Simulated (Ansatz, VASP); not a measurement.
Al30Cu: VASP beside Ansatz

```
Al Cu
1.0
     8.10000    0.00000    0.00000
     0.00000    8.10000    0.00000
     0.00000    0.00000    8.10000
Al Cu
30 1
Cartesian
  4.0238 0.0136 -0.0133
  6.0509 2.0586 -0.0147
  6.0666 0.0005 2.0170
  0.0205 0.0313 -0.0137
  6.0645 6.0764 -0.0147
  2.0216 0.0279 1.9956
  4.0072 2.0671 1.9109
  6.0486 4.0682 2.0110
  4.0572 0.0072 4.0366
  6.0553 2.0371 4.0365
  6.0691 -0.0016 6.0529
  0.0017 4.0369 -0.0155
  2.0459 6.0646 -0.0166
  0.0143 2.0325 1.9941
  2.0563 4.0192 1.9106
  4.0545 6.0578 2.0109
  -0.0142 -0.0018 4.0329
  2.0239 2.0350 4.0358
  4.0449 4.0581 4.0390
  6.0673 6.0789 4.0367
  2.0206 0.0252 6.0751
  4.0071 2.0633 6.1643
  6.0453 4.0669 6.0655
  -0.0110 6.0796 2.0182
  -0.0031 4.0680 4.0360
  2.0220 6.0683 4.0365
  0.0159 2.0306 6.0754
  2.0554 4.0202 6.1641
  4.0562 6.0562 6.0642
  -0.0131 6.0793 6.0490
  4.0964 4.1037 -0.0068
```

Alike in both runs: functional PBE; k mesh 3 × 3 × 3; occupations gaussian, width 0.1 eV; no spin polarisation.

Ansatz relaxed the structure, and its values are those at the end. VASP's run is a single point on that final structure, the one shown.

|  | VASP | Ansatz |
| --- | --- | --- |
| version | VASP 6.6.1 | Ansatz 0.2.0 |
| potentials or method | VASP PAW PBE potentials, release 64 (Al, Cu), cutoff 520 eV | scalar-relativistic, plane waves, PAW |
| valence electrons in the cell | 101 | 109 |

VASP gave:

| Property | Result |
| --- | --- |
| rms of the force components (eV/Å) | 0.009 |

Question: Which values does Ansatz return?

Answer: rms of the force components (eV/Å): 0.008.

The functional is the same, so the differences come from potentials, cutoffs and numerics. VASP's potentials hold 101 valence electrons a cell and Ansatz's 109, so a difference there can come from the potentials and not from the codes.
